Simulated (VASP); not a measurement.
# Cd4InO (P-6m2) in VASP: a series of runs, part 2 of 2

VASP 6.6.1. The steps go on from the part before.

### 4 Single point, PBE, collinear spin, ferromagnetic start

This run uses another cell than the first one, of 25.17 Å³/atom.

INCAR

```
PREC = Accurate
ENCUT = 520
EDIFF = 1E-6
ISMEAR = 0
SIGMA = 0.1
LREAL = F
LASPH = T
NELM = 150
ALGO = Normal
ISIF = 2
LWAVE = F
LCHARG = F
ISPIN = 2
MAGMOM = 0 0 0 0 0 1
LORBIT = 11
GGA = PE
NBANDS = 46
```

KPOINTS

```
regular mesh
0
Gamma
  3 3 4
```

POSCAR

```
Cd4InO
1.0
    5.7344905381      0.0000000000      0.0000000000
   -2.8672452691      4.9662144838      0.0000000000
    0.0000000000      0.0000000000      5.3028154627
Cd In O
4 1 1
Direct
    0.6666666667      0.3333333333      0.0000000000
   -0.0019085612      0.4990457194      0.5000000000
    0.5009542806      0.4990457194      0.5000000000
    0.5009542806      1.0019085612      0.5000000000
    0.3333333333      0.6666666667      0.0000000000
    0.0000000000      0.0000000000      0.0000000000
```

Potentials or basis: VASP PAW PBE potentials, release 64 (Cd, In_d, O).

Started as:

```
cat potpaw_PBE.64/Cd/POTCAR potpaw_PBE.64/In_d/POTCAR potpaw_PBE.64/O/POTCAR > POTCAR
mpirun -np 1 vasp_std > vasp.out
```

OUTCAR:

```text
PREC = Accurate
   ENCUT = 520
   EDIFF = 1E-6
   ISMEAR = 0
   LREAL = F
   LASPH = T
   NELM = 150
   ISIF = 2
   ISPIN = 2
   LORBIT = 11
   GGA = PE

 ion  position               nearest neighbor table
   1  0.667  0.333  0.000-   2 3.12   2 3.12   4 3.12   4 3.12   3 3.12   3 3.12   5 3.31   5 3.31
                             5 3.31
   2  0.998  0.499  0.500-   3 2.85   4 2.85   3 2.88   4 2.88   1 3.12   1 3.12   5 3.13   5 3.13

   3  0.501  0.499  0.500-   2 2.85   4 2.85   2 2.88   4 2.88   1 3.12   1 3.12   5 3.13   5 3.13

   4  0.501  0.002  0.500-   2 2.85   3 2.85   2 2.88   3 2.88   1 3.12   1 3.12   5 3.13   5 3.13

   5  0.333  0.667  0.000-   2 3.13   2 3.13   4 3.13   4 3.13   3 3.13   3 3.13   1 3.31   1 3.31
                             1 3.31
   6  0.000  0.000  0.000-

  LATTYP: Found a hexagonal cell.
 ALAT       =     5.7344905381
 C/A-ratio  =     0.9247230294

  Lattice vectors:

 A1 = (   5.7344905381,   0.0000000000,   0.0000000000)
 A2 = (  -2.8672452691,   4.9662144838,   0.0000000000)
 A3 = (   0.0000000000,   0.0000000000,   5.3028154627)

Analysis of symmetry for initial positions (statically):
=====================================================================
 Subroutine PRICEL returns:
 Original cell was already a primitive cell.

 Routine SETGRP: Setting up the symmetry group for a
 hexagonal supercell.

 Subroutine GETGRP returns: Found 12 space group operations
 (whereof 12 operations were pure point group operations)
 out of a pool of 24 trial point group operations.

The static configuration has the point symmetry D_3h.

Analysis of symmetry for dynamics (positions and initial velocities):
=====================================================================
 Subroutine PRICEL returns:
 Original cell was already a primitive cell.

 Routine SETGRP: Setting up the symmetry group for a
 hexagonal supercell.

 Subroutine GETGRP returns: Found 12 space group operations
[... 166 lines left out ...]

 spin component 1

 k-point     1 :       0.0000    0.0000    0.0000
  band No.  band energies     occupation
      1     -13.5135      1.00000
      2     -12.5729      1.00000
      3     -12.5522      1.00000
      4     -12.5522      1.00000
      5     -12.4964      1.00000
      6     -12.4964      1.00000
[... 421 lines left out ...]
     44       9.7441      0.00000
     45       9.8394      0.00000
 Fermi energy:         1.6145219246

 spin component 2

 k-point     1 :       0.0000    0.0000    0.0000
  band No.  band energies     occupation
      1     -13.5134      1.00000
      2     -12.5729      1.00000
      3     -12.5522      1.00000
      4     -12.5522      1.00000
      5     -12.4964      1.00000
      6     -12.4964      1.00000
[... 421 lines left out ...]
     44       9.7441      0.00000
     45       9.8394      0.00000
 [bands above 45 left out]

------------------------ aborting loop because EDIFF is reached ----------------------------------------

  FORCE on cell =-STRESS in cart. coord.  units (eV):
  Direction    XX          YY          ZZ          XY          YZ          ZX
  --------------------------------------------------------------------------------------
  -------------------------------------------------------------------------------------
  Total       -0.7942496     -0.7942496     -0.3299734      0.0000000      0.0000000      0.0000000
  in kB       -8.4263749     -8.4263749     -3.5007631      0.0000000      0.0000000      0.0000000
  external PRESSURE =      -6.7845043 kB  Pullay stress =       0.0000000 kB

 VOLUME and BASIS-vectors are now :
 -----------------------------------------------------------------------------
  energy-cutoff  :      520.00
  volume of cell :      151.02
      direct lattice vectors                 reciprocal lattice vectors
     5.734490538  0.000000000  0.000000000     0.174383407  0.100680307  0.000000000
    -2.867245269  4.966214484  0.000000000     0.000000000  0.201360614  0.000000000
     0.000000000  0.000000000  5.302815463     0.000000000  0.000000000  0.188579068

 POSITION                                       TOTAL-FORCE (eV/Angst)
 -----------------------------------------------------------------------------------
      2.86725      1.65540      0.00000        -0.000000     -0.000000     -0.000000
      4.29266      2.47837      2.65141        -0.012692     -0.007328      0.000000
      1.44183      2.47837      2.65141         0.012692     -0.007328      0.000000
      2.86725      0.00948      2.65141        -0.000000      0.014656     -0.000000
     -0.00000      3.31081      0.00000        -0.000000     -0.000000     -0.000000
      0.00000      0.00000      0.00000        -0.000000     -0.000000     -0.000000
 -----------------------------------------------------------------------------------
    total drift:                               -0.000000      0.000000     -0.000000

  FREE ENERGIE OF THE ION-ELECTRON SYSTEM (eV)
  ---------------------------------------------------
  free  energy   TOTEN  =        -8.1955668655 eV

  energy  without entropy=       -8.1441012478  energy(sigma->0) =       -8.16983406

 total charge

# of ion       s       p       d       tot
------------------------------------------
    1        0.529   0.203   9.505  10.237
    2        0.573   0.257   9.496  10.325
    3        0.573   0.257   9.496  10.325
    4        0.573   0.257   9.496  10.325
    5        1.003   0.434   9.847  11.285
    6        1.599   3.096   0.000   4.695
--------------------------------------------------
tot          4.849   4.504  47.839  57.192

 magnetization (x)

# of ion       s       p       d       tot
------------------------------------------
    1        0.000   0.000  -0.000   0.000
    2       -0.000  -0.000  -0.000  -0.000
    3       -0.000  -0.000  -0.000  -0.000
    4       -0.000  -0.000  -0.000  -0.000
    5       -0.000   0.000  -0.000   0.000
    6        0.000  -0.000   0.000  -0.000
--------------------------------------------------
tot         -0.000  -0.000  -0.000  -0.000
```

Run time: 4.2 min. Hardware: 1 thread of AMD EPYC 7R43 (Zen 3), shared host; peak memory 0.38 GiB.

What came out:

| Quantity | Value |
| --- | --- |
| Free energy | -8.1956 eV |
| Pressure | -0.7 GPa |
| Largest force | 0.015 eV/Å |
| Net moment | 0.00 μB per cell |
| Valence electrons inside the program's atomic spheres | Cd 10.24, 10.32 (each value once); In 11.29; O 4.70 |

Forces on the atoms (eV/Å):
```
Cd   0.000  0.000  0.000
Cd  -0.013 -0.007  0.000
Cd   0.013 -0.007  0.000
Cd   0.000  0.015  0.000
In   0.000  0.000  0.000
O    0.000  0.000  0.000
```

Levels at points of the mesh, in eV from the Fermi level:
Spin up:
| k point | band 32 | band 33 | band 34 | band 35 | band 36 | band 37 |
| --- | --- | --- | --- | --- | --- | --- |
| (0.00, 0.00, 0.00) | -0.87 | -0.46 | -0.46 | 0.00 | 1.81 | 1.81 |
| (0.00, 0.00, 0.50) | -0.38 | -0.01 | 0.57 | 0.57 | 1.19 | 1.19 |
Spin down:
```
           k point  band 31  band 32  band 33  band 34  band 35  band 36  band 37  band 38
(0.00, 0.00, 0.00)    -1.09    -0.87    -0.46    -0.46     0.00     1.81     1.81     3.16
(0.00, 0.00, 0.50)    -0.87    -0.38    -0.01     0.57     0.57     1.19     1.19     1.75
```

Caveat: the k points lie up to 0.42 Å⁻¹ apart; spin-orbit coupling is left out, which moves the levels of the heavy elements.

### 5 The runs side by side

| spin | cell | gap on the mesh (eV) | pressure (GPa) | moment (μB) | largest force (eV/Å) |
| --- | --- | --- | --- | --- | --- |
| off | a = 5.860, b = 5.860, c = 4.706 Å, angles 90.0, 90.0, 120.0°, 6 atoms, atomic positions A | none | 2.7 | - | 0.62 |
| collinear, ferromagnetic start | a = 5.860, b = 5.860, c = 4.706 Å, angles 90.0, 90.0, 120.0°, 6 atoms, atomic positions A | none | 2.7 | 0.00 | 0.62 |
| collinear, ferromagnetic start | a = 5.734, b = 5.734, c = 5.303 Å, angles 90.0, 90.0, 120.0°, 6 atoms, atomic positions B | none | -0.7 | 0.00 | 0.01 |

Alike in all rows: task single point; level PBE; potentials or basis VASP PAW PBE potentials, release 64 (Cd, In_d, O); k mesh 3 × 3 × 4; cutoff (eV) 520; smearing gaussian 0.1 eV.

Caveats: all runs use coarse meshes; spin-orbit coupling is left out, which moves the levels of the heavy elements; an odd number of electrons without spin polarisation forces a metal (at least some runs); a magnetic or distorted state may lie lower (at least some runs).

Absolute energies hang on the potentials; compare differences alone.
